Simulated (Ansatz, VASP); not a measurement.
# AlN in VASP and in Ansatz

```xyz
4
Lattice="3.3548 0.0000 0.0000 -1.6774 2.9054 0.0000 0.0000 0.0000 4.0093" Properties=species:S:1:pos:R:3 pbc="T T T"
Al    0.0000    1.9369    3.0070
Al    1.6774    0.9685    1.0023
N     0.0000    1.9369    1.0023
N     1.6774    0.9685    3.0070
```

Alike in both runs: task single point; functional PBEsol; k mesh 9 × 9 × 6; occupations gaussian, width 0.05 eV; no spin polarisation.

|  | VASP | Ansatz |
| --- | --- | --- |
| version | VASP 6.6.1 | Ansatz 0.2.0 |
| potentials or method | VASP PAW PBE potentials, release 64 (Al, N), cutoff 520 eV | scalar-relativistic, plane waves, PAW |
| valence electrons in the cell | 16 | 16 |

VASP gave:

| Property | Result |
| --- | --- |
| gap on the k mesh at the Fermi level (eV) | 3.47 |
| least direct gap on the mesh (eV) | 3.47 |
| pressure (GPa) | -0.2 |
| traceless stress, the component that is largest in VASP (GPa) | 7.07 |

What did Ansatz give for the same quantities?

gap on the k mesh at the Fermi level (eV): 3.46; least direct gap on the mesh (eV): 3.46; pressure (GPa): -0.2; traceless stress, the component that is largest in VASP (GPa): 6.99.

VASP's potentials were made for PBE, not for PBEsol, and Ansatz warns of the same on its side.
